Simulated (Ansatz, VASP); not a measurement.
# PtSe2: VASP beside Ansatz

```
Pt Se
1.0
     3.72400    0.00000    0.00000
    -1.86200    3.22508    0.00000
     0.00000    0.00000    5.06200
Pt Se
1 2
Direct
  0.00000 0.00000 0.00000
  0.66667 0.33333 0.75000
  0.33333 0.66667 0.25000
```

Alike in both runs: functional r2SCAN50; k mesh 4 × 4 × 3; occupations fermi-dirac, width 0.05 eV; no spin polarisation.

|  | VASP | Ansatz |
| --- | --- | --- |
| version | VASP 6.6.1 | Ansatz 0.2.0 |
| potentials or method | VASP PAW PBE potentials, release 64 (Pt, Se) | Ansatz PAW |
| plane-wave cutoff (eV) | 520 | 500 |
| valence electrons in the cell | 22 | 50 |
| task | single point | band structure |

|  | VASP | Ansatz | Ansatz less VASP |
| --- | --- | --- | --- |
| gap on the k mesh at the Fermi level (eV) | 1.68 | 1.54 | -0.143 |
| least direct gap on the mesh (eV) | 2.95 | 2.83 | -0.126 |
| pressure (GPa) | -2.9 | -2.1 | +0.76 |
| traceless stress, the component that is largest in VASP (GPa) | 2.14 | 2.13 | -0.016 |
| rms of the force components (eV/Å) | 0.225 | 0.223 | -0.0015 |

VASP's potentials were made for PBE, not for r2SCAN50. Atom by atom the forces differ by 0.002 eV/Å (rms over components). The functional is the same, so the differences come from potentials, cutoffs and numerics. VASP's potentials hold 22 valence electrons a cell and Ansatz's 50, so a difference there can come from the potentials and not from the codes.

The k mesh is coarse, so the values compare programs but aren't converged. Neither program's run includes spin-orbit coupling.
